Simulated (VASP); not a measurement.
# Li6SiS2N2 in VASP: a series of runs

Li6SiS2N2 is run at these levels: PBE+D3(BJ); tasks: single point.

All numbers are computed with VASP 6.6.1; they aren't measurements. Logs are shortened: lines on timing, memory, paths and dates and some standing lists are left out, and cuts for length are marked.

## (1) The cell of the first run

The cell holds a disordered packing, 22 atoms: a = 7.061 Å, b = 6.830 Å, c = 7.078 Å, α = 93.42°, β = 90.26°, γ = 86.20°.

## (2) Single point, PBE+D3(BJ)

INCAR

```
SYSTEM = Li6SiS2N2
  PREC = Accurate
  ENCUT = 650
  EDIFF = 1E-6
  ISMEAR = -1
  SIGMA = 0.1551
  LREAL = Auto
  LASPH = .True.
  NELM = 120
  ALGO = Normal
  ISIF = 2
  LWAVE = .False.
  LCHARG = .False.
  GGA = PE
  IVDW = 12
  NBANDS = 61
  ISYM = -1
  GGA_COMPAT = .False.
```

KPOINTS

```
explicit points
1
Reciprocal
  0.25000000   0.25000000   0.25000000 1
```

POSCAR

```
Li6SiS2N2
1.0
    7.0575940000      0.2300220000     -0.0127870000
    0.2300220000      6.8226690000     -0.2070970000
   -0.0127870000     -0.2070970000      7.0752940000
Si S Li N
2 4 12 4
Direct
    0.3798526308      0.7952409720      0.7099059340
   -0.0115717307      0.6788786784      0.0876244535
   -0.0681848601      0.3744659835      1.0517991057
    0.7994059636      0.8597102174      0.3114878917
    0.8354153599      0.8125425153      0.8483683609
    0.2556341914      0.4896812927      0.4922034789
    0.7148705474      0.4173847537      0.7819474611
    1.2105744734      0.3992217895      0.8063607322
    0.5959232949      0.0594742810      0.0234663063
    0.0221294790      0.2503599424      0.4908245173
    0.7484945579      0.2628195522      0.3023367143
    0.5166999845      0.6036854184      0.0530724917
    1.0574538528      0.7504221960      0.6241949590
    0.5144673659      0.3333921741      0.5892179199
    0.8398990530      0.0896307748      0.7370428782
    0.1343370982      1.0004375903      1.0516425737
    0.7728022882      0.5962955016      0.4396556288
    0.1852899052      0.7543866858      0.3665017343
    0.2658650857      0.9547540917      0.5794384410
    0.7689335565      0.3015439560      0.5623366608
    0.7005182056      0.2899121793      1.0236383773
    0.2225538133      0.7557837014      0.0865985686
```

Potentials or basis: VASP PAW PBE potentials, release 64 (Si, S, Li_sv, N).

Started as:

```console
$ cat potpaw_PBE.64/Si/POTCAR potpaw_PBE.64/S/POTCAR potpaw_PBE.64/Li_sv/POTCAR potpaw_PBE.64/N/POTCAR > POTCAR
$ mpirun -np 1 vasp_std > vasp.out
```

OUTCAR:

```text
SYSTEM = Li6SiS2N2
   PREC = Accurate
   ENCUT = 650
   EDIFF = 1E-6
   ISMEAR = -1
   LREAL = Auto
   LASPH = .True.
   NELM = 120
   ISIF = 2
   GGA = PE
   IVDW = 12
   ISYM = -1
 IVDW          = 12

 ion  position               nearest neighbor table
   1  0.380  0.795  0.710-  19 1.64  13 2.39   6 2.71  18 2.80
   2  0.988  0.679  0.088-  22 1.77   3 2.14   5 2.21   4 2.32  18 2.46  16 2.51
   3  0.932  0.374  0.052-  21 1.77   2 2.14  11 2.39   7 2.46   8 2.65
   4  0.799  0.860  0.311-  17 2.08   2 2.32
   5  0.835  0.813  0.848-  15 2.10   2 2.21  13 2.24   9 2.58
   6  0.256  0.490  0.492-  18 2.09  14 2.18  13 2.34   8 2.37  10 2.40   1 2.71
   7  0.715  0.417  0.782-  20 1.73  21 1.97  14 2.05  15 2.36   3 2.46  12 2.60
   8  0.211  0.399  0.806-   6 2.37   3 2.65
   9  0.596  0.059  0.023-  21 1.78   5 2.58
  10  0.022  0.250  0.491-  20 1.87  11 2.34   6 2.40  15 2.52
  11  0.748  0.263  0.302-  20 1.85  21 2.02  10 2.34   3 2.39  17 2.44
  12  0.517  0.604  0.053-   7 2.60
  13  0.057  0.750  0.624-  18 2.04  19 2.13   5 2.24   6 2.34   1 2.39
  14  0.514  0.333  0.589-  20 1.81   7 2.05   6 2.18
  15  0.840  0.090  0.737-  20 2.00   5 2.10   7 2.36  10 2.52
  16  0.134  0.000  0.052-  22 1.78   2 2.51
  17  0.773  0.596  0.440-   4 2.08  11 2.44
  18  0.185  0.754  0.367-  22 2.00  13 2.04  19 2.08   6 2.09   2 2.46   1 2.80
  19  0.266  0.955  0.579-   1 1.64  18 2.08  13 2.13
  20  0.769  0.302  0.562-   7 1.73  14 1.81  11 1.85  10 1.87  15 2.00
  21  0.701  0.290  0.024-   3 1.77   9 1.78   7 1.97  11 2.02
  22  0.223  0.756  0.087-   2 1.77  16 1.78  18 2.00

IMPORTANT INFORMATION: All symmetrisations will be switched off!
NOSYMM: (Re-)initialisation of all symmetry stuff for point group C_1.

----------------------------------------------------------------------------------------

                                     Primitive cell

  volume of cell :     340.0100

  direct lattice vectors                    reciprocal lattice vectors
     7.057594000  0.230022000 -0.012787000     0.141847308 -0.004778757  0.000116481
     0.230022000  6.822669000 -0.207097000    -0.004778757  0.146861540  0.004290066
    -0.012787000 -0.207097000  7.075294000     0.000116481  0.004290066  0.141462666

  length of vectors
     7.061353036  6.829686052  7.078335812     0.141927830  0.147001882  0.141527750

  position of ions in fractional coordinates (direct lattice)
     0.379852631  0.795240972  0.709905934
     0.988428269  0.678878678  0.087624453
     0.931815140  0.374465984  0.051799106
     0.799405964  0.859710217  0.311487892
     0.835415360  0.812542515  0.848368361
     0.255634191  0.489681293  0.492203479
[... 14 lines left out ...]
     0.700518206  0.289912179  0.023638377
     0.222553813  0.755783701  0.086598569

  ion indices of the primitive-cell ions
   primitive index   ion index
                 1           1
                 2           2
                 3           3
                 4           4
                 5           5
                 6           6
[... 14 lines left out ...]
                21          21
                22          22

----------------------------------------------------------------------------------------

 KPOINTS: explicit points

Read explicit list of k-points.

 Found      1 k-points:

 Following reciprocal coordinates:
            Coordinates               Weight
  0.250000  0.250000  0.250000      1.000000
   k-points           NKPTS =      1   k-points in BZ     NKDIM =      1   number of bands    NBANDS=     61
   number of dos      NEDOS =    301   number of ions     NIONS =     22
   total plane-waves  NPLWV = 216000
   dimension x,y,z NGX =    60 NGY =   60 NGZ =   60
   dimension x,y,z NGXF=   120 NGYF=  120 NGZF=  120
   ions per type =               2   4  12   4
   NGX,Y,Z   is equivalent  to a cutoff of  14.13, 14.60, 14.09 a.u.
   NGXF,Y,Z  is equivalent  to a cutoff of  28.25, 29.21, 28.18 a.u.
 SYSTEM =  Li6SiS2N2
   PREC   = accura    normal or accurate (medium, high low for compatibility)
   ISTART =      0    job   : 0-new  1-cont  2-samecut
   ICHARG =      2    charge: 1-file 2-atom 10-const
   ISPIN  =      1    spin polarized calculation?
   LNONCOLLINEAR =      F non collinear calculations
   LSORBIT =      F    spin-orbit coupling
   LASPH  =      T    aspherical Exc in radial PAW
   ENCUT  =  650.0 eV  47.77 Ry    6.91 a.u.  14.68 14.20 14.71*2*pi/ulx,y,z
   NELM   =    120;   NELMIN=  2; NELMDL= -5     # of ELM steps
   EDIFF  = 0.1E-05   stopping-criterion for ELM
   LREAL  =      T    real-space projection
   EDIFFG = 0.1E-04   stopping-criterion for IOM
   NSW    =      0    number of steps for IOM
   IBRION =     -1    ionic relax: 0-MD 1-quasi-New 2-CG
   NFREE  =      0    steps in history (QN), initial steepest desc. (CG)
   ISIF   =      2    stress and relaxation
   ISYM   =     -1    0-nonsym 1-usesym 2-fastsym
   POTIM  = 0.5000    time-step for ionic-motion
   TEBEG  =    0.0;   TEEND  =   0.0 temperature during run
   PSTRESS=    0.0 pullay stress
   NELECT =      88.0000    total number of electrons
   NUPDOWN=      -1.0000    fix difference up-down
   EMIN   =  10.00;   EMAX   =-10.00  energy-range for DOS
   EFERMI =   0.00;   METHOD = LEGACY
   ISMEAR =    -1;   SIGMA  =   0.16  broadening in eV -4-tet -1-fermi 0-gaus
   EFERMI_NEDOS =   21; number of points for ismear=-14 and -15
   IALGO  =     38    algorithm
   IMIX   =      4    mixing-type and parameters
     AMIX     =   0.40;   BMIX     =  1.00
     AMIX_MAG =   1.60;   BMIX_MAG =  1.00
  volume/ion in A,a.u.               =      15.45       104.30
  Fermi-wavevector in a.u.,A,eV,Ry     =   1.043290  1.971533 14.809324  1.088455
  Thomas-Fermi vector in A             =   2.177993
   LORBIT       =      0    0 simple, 1 ext, 2 COOP (PROOUT), +10 PAW based schemes
   GGA     = PE    functional components
   LHFCALC =     F    Hartree Fock is set to
   AEXX    =    0.0000 exact exchange contribution
   IVDW    =    12    specifies the selected vdW correction
   LEPSILON=     F    determine dielectric tensor
   LRPA    =     F    only Hartree local field effects (RPA)
 non-spin polarized calculation
  energy-cutoff  :      650.00
  volume of cell :      340.01
 maximum number of plane-waves:     12796
 NGX is ok and might be reduce to    60
   NGX = 29   NGY = 29   NGZ = 29

 number of electron      88.0000003 magnetization

 Free energy of the ion-electron system (eV)
  ---------------------------------------------------
  ext. energy  EPLUGINS =         0.00000000
  ---------------------------------------------------
  free energy    TOTEN  =       -92.14741879 eV

  energy without entropy =      -92.05299597  energy(sigma->0) =      -92.10020738

 E-fermi :   2.9085     XC(G=0):  -8.2560

 val. band max:        2.3281439009   @ k =   0.2500   0.2500   0.2500
 cond. band min:       3.4407261778   @ k =   0.2500   0.2500   0.2500
 fundamental gap:      1.1125822768
 Fermi energy:         2.9085042073

 k-point     1 :       0.2500    0.2500    0.2500
  band No.  band energies     occupation
      1     -44.5448      2.00000
      2     -43.9213      2.00000
      3     -43.7507      2.00000
      4     -43.6948      2.00000
      5     -43.1245      2.00000
      6     -42.9838      2.00000
[... 48 lines left out ...]
     55       6.7935      0.00000
     56       7.1361      0.00000
 [bands above 56 left out]

------------------------ aborting loop because EDIFF is reached ----------------------------------------

 Edisp (eV)   -4.74048

 E8    (eV) :    -1.8381

  FORCE on cell =-STRESS in cart. coord.  units (eV):
  Direction    XX          YY          ZZ          XY          YZ          ZX
  --------------------------------------------------------------------------------------
  -------------------------------------------------------------------------------------
  Total      -4.58867    -0.63944     2.95634     1.25102    -0.72988     2.48758
  in kB     -21.62248    -3.01315    13.93073     5.89500    -3.43928    11.72186
  external pressure =       -3.57 kB  Pullay stress =        0.00 kB

 VOLUME and BASIS-vectors are now :
 -----------------------------------------------------------------------------
  energy-cutoff  :      650.00
  volume of cell :      340.01
      direct lattice vectors                 reciprocal lattice vectors
     7.057594000  0.230022000 -0.012787000     0.141847308 -0.004778757  0.000116481
     0.230022000  6.822669000 -0.207097000    -0.004778757  0.146861540  0.004290066
    -0.012787000 -0.207097000  7.075294000     0.000116481  0.004290066  0.141462666

 POSITION                                       TOTAL-FORCE (eV/Angst)
 -----------------------------------------------------------------------------------
      2.85469      5.36602      4.85324         0.810666      0.073022     -0.244954
      7.13096      4.84098      0.46674         0.929407      2.779463     -0.493121
      6.66185      2.75847      0.27703        -0.164962     -1.901255      0.028782
      5.83565      5.98489      2.01560         0.913101      0.098843     -0.885769
      6.07208      5.56018      5.82350        -0.491782     -1.554313      0.826709
      1.91051      3.29780      3.37780        -0.396938     -1.124183      0.806396
[... 14 lines left out ...]
      5.01036      2.13421      0.09825         0.726997      2.180869      0.038427
      1.74343      5.18972      0.45334        -1.102275     -2.599986      0.158822
 -----------------------------------------------------------------------------------
    total drift:                               -0.006959      0.000287      0.014326

  FREE ENERGIE OF THE ION-ELECTRON SYSTEM (eV)
  ---------------------------------------------------
  free  energy   TOTEN  =       -96.8878988350 eV

  energy  without entropy=      -96.7934760120  energy(sigma->0) =      -96.84068742
```

Run time: 2.1 min. Hardware: 1 thread of Intel Xeon 8259CL, shared host; peak memory 0.47 GiB.

What came out:

| Quantity | Value |
| --- | --- |
| Free energy | -96.8879 eV |
| Pressure | -0.4 GPa |
| Largest force | 2.972 eV/Å |
| Dispersion energy per atom | -0.215 eV |

Forces in eV/Å, atoms in the order of the input:
```
Si   0.811  0.073 -0.245
Si   0.929  2.779 -0.493
S   -0.165 -1.901  0.029
S    0.913  0.099 -0.886
S   -0.492 -1.554  0.827
S   -0.397 -1.124  0.806
Li   0.854  1.062  1.295
Li  -0.428  0.147  0.082
Li   0.124 -0.880  0.057
Li   0.788 -0.235  0.116
Li  -0.457 -0.770 -0.412
Li  -0.519  0.227  0.367
Li  -0.602  0.322  0.229
Li  -0.611 -0.970 -0.939
Li  -0.307  1.381 -0.796
Li  -0.469  1.060 -0.378
Li  -0.364 -1.550  1.300
Li   1.009  1.638 -1.031
N   -0.900  0.383  0.736
N    0.659  0.233 -0.862
N    0.727  2.181  0.038
N   -1.102 -2.600  0.159
```

Caveat: the atoms stand as in a frame of molecular dynamics.

## (3) Single point, PBE+D3(BJ)

INCAR

```
SYSTEM = Li6SiS2N2
ALGO = Normal
EDIFF = 1E-6
ENCUT = 650
GGA = PE
GGA_COMPAT = .FALSE.
ISIF = 2
ISMEAR = -1
ISYM = -1
IVDW = 12
LASPH = .TRUE.
LCHARG = .FALSE.
LREAL = Auto
LWAVE = .FALSE.
NBANDS = 61
NELM = 120
PREC = Accurate
SIGMA = 0.112
```

KPOINTS is that of step 2.

POSCAR

```
Li6SiS2N2
1.0
    7.0575940000      0.2300220000     -0.0127870000
    0.2300220000      6.8226690000     -0.2070970000
   -0.0127870000     -0.2070970000      7.0752940000
Si S Li N
2 4 12 4
Direct
    0.3970030875      0.8357678246      0.7397821896
    1.0544038708      0.6989700394      0.0872697672
    0.9601795516      0.3996437340      0.0880811220
    0.8151327848      0.8338328015      0.3127504489
    0.8816919613      0.8170257781      0.8463908048
    0.2134903078      0.4867085318      0.4923426189
    0.7107813384      0.5277514682      0.7385279688
    0.0989543409      0.4171292529      0.7724616880
    0.5501199280     -0.0143048190      0.1140752453
   -0.0375490201      0.1611618325      0.4983207755
    0.7442593793      0.2512812869      0.2582899658
    0.4155903569      0.5321360682      0.0383210842
    0.0307392923      0.7797199603      0.5640251455
    0.4557366678      0.2841411222      0.5616705509
    0.7207468494      0.1395321793      0.7268405929
    0.1595505916     -0.0004745244     -0.0809300785
    0.9314400402      0.5050541054      0.4134038125
    0.4004801228      0.7256144472      0.3437395696
    0.2393767197      0.9887807016      0.6583260607
    0.7471079492      0.3203464763      0.5246200460
    0.7524539312      0.3319088917      0.0196838413
    0.2627373461      0.7990370787      0.1037478873
```

Potentials or basis: VASP PAW PBE potentials, release 64 (Si, S, Li_sv, N).

Started as:

```console
$ cat potpaw_PBE.64/Si/POTCAR potpaw_PBE.64/S/POTCAR potpaw_PBE.64/Li_sv/POTCAR potpaw_PBE.64/N/POTCAR > POTCAR
$ mpirun -np 1 vasp_std > vasp.out
```

OUTCAR:

```text
SYSTEM = Li6SiS2N2
   EDIFF = 1E-6
   ENCUT = 650
   GGA = PE
   ISIF = 2
   ISMEAR = -1
   ISYM = -1
   IVDW = 12
   LASPH = .TRUE.
   LREAL = Auto
   NELM = 120
   PREC = Accurate
 IVDW          = 12

 ion  position               nearest neighbor table
   1  0.397  0.836  0.740-  19 1.60  16 2.30  18 2.86
   2  0.054  0.699  0.087-  22 1.66   3 2.19   5 2.25   4 2.43  16 2.59  12 2.74   8 2.86
   3  0.960  0.400  0.088-  21 1.63   2 2.19  11 2.27  17 2.38   8 2.46
   4  0.815  0.834  0.313-  13 2.37   2 2.43  17 2.48   9 2.54
   5  0.882  0.817  0.846-   2 2.25  13 2.26  16 2.43   7 2.46  15 2.60
   6  0.213  0.487  0.492-  17 2.06  14 2.20   8 2.23  13 2.34  18 2.45
   7  0.711  0.528  0.739-  20 2.02   5 2.46
   8  0.099  0.417  0.772-   6 2.23   3 2.46   2 2.86
   9  0.550  0.986  0.114-  11 2.51   4 2.54
  10  0.962  0.161  0.498-  20 1.81  11 2.37  15 2.37  17 2.45
  11  0.744  0.251  0.258-  21 1.81  20 1.92   3 2.27  10 2.37  17 2.45   9 2.51
  12  0.416  0.532  0.038-  22 2.08  18 2.46   2 2.74
  13  0.031  0.780  0.564-  17 2.25   5 2.26   6 2.34   4 2.37
  14  0.456  0.284  0.562-  20 2.11   6 2.20  15 2.39
  15  0.721  0.140  0.727-  20 1.96  10 2.37  14 2.39   5 2.60
[... 160 lines left out ...]
      1     -44.9420      2.00000
      2     -44.3715      2.00000
      3     -43.7282      2.00000
      4     -43.5958      2.00000
      5     -42.8906      2.00000
      6     -42.6770      2.00000
[... 48 lines left out ...]
     55       7.0180      0.00000
     56       7.1601      0.00000
 [bands above 56 left out]

------------------------ aborting loop because EDIFF is reached ----------------------------------------

 Edisp (eV)   -4.74043

 E8    (eV) :    -1.8378

  FORCE on cell =-STRESS in cart. coord.  units (eV):
  Direction    XX          YY          ZZ          XY          YZ          ZX
  --------------------------------------------------------------------------------------
  -------------------------------------------------------------------------------------
  Total      -5.03279    -4.42750     0.18301    -1.44367     1.27085     0.35372
  in kB     -23.71526   -20.86302     0.86236    -6.80277     5.98843     1.66677
  external pressure =      -14.57 kB  Pullay stress =        0.00 kB

 VOLUME and BASIS-vectors are now :
 -----------------------------------------------------------------------------
  energy-cutoff  :      650.00
  volume of cell :      340.01
      direct lattice vectors                 reciprocal lattice vectors
     7.057594000  0.230022000 -0.012787000     0.141847308 -0.004778757  0.000116481
     0.230022000  6.822669000 -0.207097000    -0.004778757  0.146861540  0.004290066
    -0.012787000 -0.207097000  7.075294000     0.000116481  0.004290066  0.141462666

 POSITION                                       TOTAL-FORCE (eV/Angst)
 -----------------------------------------------------------------------------------
      2.98467      5.64028      5.05601         1.191360     -1.261030     -0.407394
      0.54362      4.76328      0.47201        -2.650191      1.981351      0.251314
      6.86736      2.92926      0.52816         1.416966     -1.641558     -0.352970
      5.94068      5.81169      2.02969         0.293902      0.316287     -0.106558
      6.39974      5.60182      5.80799        -0.395554     -0.442816      0.526443
      1.61239      3.26780      3.37994         1.543896      0.346806      0.089580
[... 14 lines left out ...]
      5.38661      2.43351      0.06091        -1.515211      0.780062     -1.897412
      2.03676      5.49052      0.56521         1.590366     -0.383124     -0.142876
 -----------------------------------------------------------------------------------
    total drift:                               -0.000982      0.011653      0.010181

  FREE ENERGIE OF THE ION-ELECTRON SYSTEM (eV)
  ---------------------------------------------------
  free  energy   TOTEN  =       -97.6830101652 eV

  energy  without entropy=      -97.5996962526  energy(sigma->0) =      -97.64135321
```

OSZICAR:

```text
N       E                     dE             d eps       ncg     rms          rms(c)
DAV:   1     0.754829362094E+03    0.75483E+03   -0.41452E+04   122   0.169E+03
DAV:   2     0.202429078478E+02   -0.73459E+03   -0.68448E+03   138   0.408E+02
DAV:   3    -0.890156177901E+02   -0.10926E+03   -0.10783E+03   172   0.136E+02
[... 11 lines left out ...]
DAV:  15    -0.929425367081E+02   -0.10432E-03   -0.19102E-04   172   0.510E-02    0.337E-02
DAV:  16    -0.929425749846E+02   -0.38276E-04   -0.10358E-04   156   0.326E-02    0.132E-02
DAV:  17    -0.929425807264E+02   -0.57418E-05   -0.18134E-05   172   0.136E-02    0.592E-03
DAV:  18    -0.929425829026E+02   -0.21762E-05   -0.27084E-06   116   0.576E-03    0.270E-03
DAV:  19    -0.929425835088E+02   -0.60614E-06   -0.87052E-07   108   0.375E-03
   1 F= -.97683010E+02 E0= -.97641353E+02  d E =-.833139E-01
```

Run time: 2.1 min. Hardware: 1 thread of Intel Xeon 8259CL, shared host; peak memory 0.47 GiB.

What came out:

```yaml
Free_energy: -97.6830 eV
Pressure: -1.5 GPa
Largest_force: 3.318 eV/Å
Dispersion_energy_per_atom: -0.215 eV
```

Forces on the atoms (eV/Å):
```
Si   1.191 -1.261 -0.407
Si  -2.650  1.981  0.251
S    1.417 -1.642 -0.353
S    0.294  0.316 -0.107
S   -0.396 -0.443  0.526
S    1.544  0.347  0.090
Li   0.126 -0.318 -0.095
Li  -0.529 -0.190 -0.034
Li   0.152 -0.617 -0.233
Li   1.216 -0.765 -0.191
Li  -0.280 -0.257  1.121
Li   0.629 -0.012 -0.092
Li   0.621  0.689  0.126
Li   0.487 -0.139 -0.534
Li   0.504  0.145  0.661
Li  -1.092  0.507  0.727
Li  -2.119 -0.323 -0.303
Li  -0.157  0.111  0.449
N   -0.197  1.183 -0.602
N   -0.837  0.290  1.039
N   -1.515  0.780 -1.897
N    1.590 -0.383 -0.143
```

Caveat: the atoms stand as in a frame of molecular dynamics.

(Part 1 of 2 ends here.)
